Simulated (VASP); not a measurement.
A run of VASP 6.6.1 is set up as follows.

INCAR

```
SYSTEM = CuSn3
PREC = Accurate
ENCUT = 520
EDIFF = 1E-6
ISMEAR = 0
SIGMA = 0.15
LREAL = .False.
LASPH = .True.
NELM = 60
ALGO = Fast
ISIF = 2
LWAVE = .False.
LCHARG = .True.
GGA = PS
LELF = .True.
LVHAR = .True.
NBANDS = 34
```

The input KPOINTS:

```
Automatic mesh
0
Gamma
  14 14 14
  0 0 0
```

POSCAR

```
CuSn3
1.0
   -2.3091160394      2.3091160394      4.2260234635
    2.3091160394     -2.3091160394      4.2260234635
    2.3091160394      2.3091160394     -4.2260234635
Cu Sn
1 3
Direct
    0.0000000000      0.0000000000      0.0000000000
    0.7500000000      0.2500000000      0.5000000000
    0.2500000000      0.7500000000      0.5000000000
    0.5709887209      0.5709887209      0.0000000000
```

Potentials or basis: VASP PAW PBE potentials, release 64 (Cu, Sn_d).

Run with:

```bash
$ cat potpaw_PBE.64/Cu/POTCAR potpaw_PBE.64/Sn_d/POTCAR > POTCAR
$ mpirun -np 1 vasp_std > vasp.out
```

Question: Estimate the pressure.

Answer: 5.9 GPa.

Question: Predict the largest force.

Answer: 3.603 eV/Å.

Question: What does it give for the band gap on the k mesh?

Answer: Zero (an odd number of electrons rules out a gap without spin polarisation).

Stress tensor (GPa, compression positive):
```
7.52 0.00 0.00
0.00 7.52 0.00
0.00 0.00 2.58
```

Caveat: the cell differs from its parent crystal (atom 4 (Sn) moved -0.600 Å towards its neighbour atom 1 (Cu) at 4.226 Å); the cell stands under pressure; the PAW data sets were made with another functional, which shifts forces and pressure a little; spin-orbit coupling is left out, which moves the levels of the heavy elements.
